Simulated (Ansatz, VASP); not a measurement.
Two plane-wave programs on InP

File INCAR:

```
SYSTEM = InP
PREC = Accurate ; ENCUT = 500
EDIFF = 1E-6 ; ISMEAR = 0
SIGMA = 0.02 ; LREAL = .FALSE.
LASPH = .TRUE. ; NELM = 120
ALGO = Normal ; ISIF = 2
LWAVE = .FALSE. ; LCHARG = .TRUE.
GGA = PS ; LELF = .TRUE.
LVHAR = .TRUE. ; NBANDS = 16
GGA_COMPAT = .FALSE.
```

KPOINTS

```
regular mesh
0
G
  10 10 10
  0 0 0
```

The input POSCAR:

```
InP
1.0
    0.0000000000      2.9394548964      2.9394548964
    2.9394548964      0.0000000000      2.9394548964
    2.9394548964      2.9394548964      0.0000000000
In P
1 1
Direct
    0.0000000000      0.0000000000      0.0000000000
    0.2500000000      0.2500000000      0.2500000000
```

Input for Ansatz:

```yaml
crystal:
  lattice:
    - [0.0, 2.9394548964, 2.9394548964]
    - [2.9394548964, 0.0, 2.9394548964]
    - [2.9394548964, 2.9394548964, 0.0]
  atoms:
    - { symbol: In, position: [0.0, 0.0, 0.0] }
    - { symbol: P, position: [0.25, 0.25, 0.25] }
basis:
  ecutwfc: 420
kpoints:
  mp_grid: { grid: [10, 10, 10] }
  band_path:
    path:
      - [[0.0, 0.0, 0.0], [-0.5, -0.5, 0.0], [-0.375, -0.375, 0.25]]
      - [[-0.375, 0.0, 0.375], [0.0, 0.0, 0.0], [0.0, 0.0, 0.5], [-0.5, -0.25, 0.25], [-0.5, -0.5, 0.0]]
    npoints: 10
hamiltonian:
  xc: pbesol
  pseudopotentials: { kind: paw, azcp: { folder: soft_1 } }
scf:
  occupations: { method: gaussian, width: 0.02 }
  n_extra_bands: 7
output:
  forces: true
  stress: true
  eigenvalues: true
```

Alike in both runs: task single point; functional PBEsol; k mesh 10 × 10 × 10; occupations gaussian, width 0.02 eV; no spin polarisation.

|  | VASP | Ansatz |
| --- | --- | --- |
| version | VASP 6.6.1 | Ansatz 0.2.0 |
| potentials or method | VASP PAW PBE potentials, release 64 (In_d, P), cutoff 500 eV | scalar-relativistic, plane waves, PAW |
| valence electrons in the cell | 18 | 18 |

Ansatz gave:

| Property | Result |
| --- | --- |
| gap on the k mesh at the Fermi level (eV) | 0.56 |
| least direct gap on the mesh (eV) | 0.56 |
| pressure (GPa) | 0.0 |

Q: Which values does VASP return?

A: gap on the k mesh at the Fermi level (eV): 0.57; least direct gap on the mesh (eV): 0.57; pressure (GPa): 0.0.

VASP's potentials were made for PBE, not for PBEsol, and Ansatz warns of the same on its side.
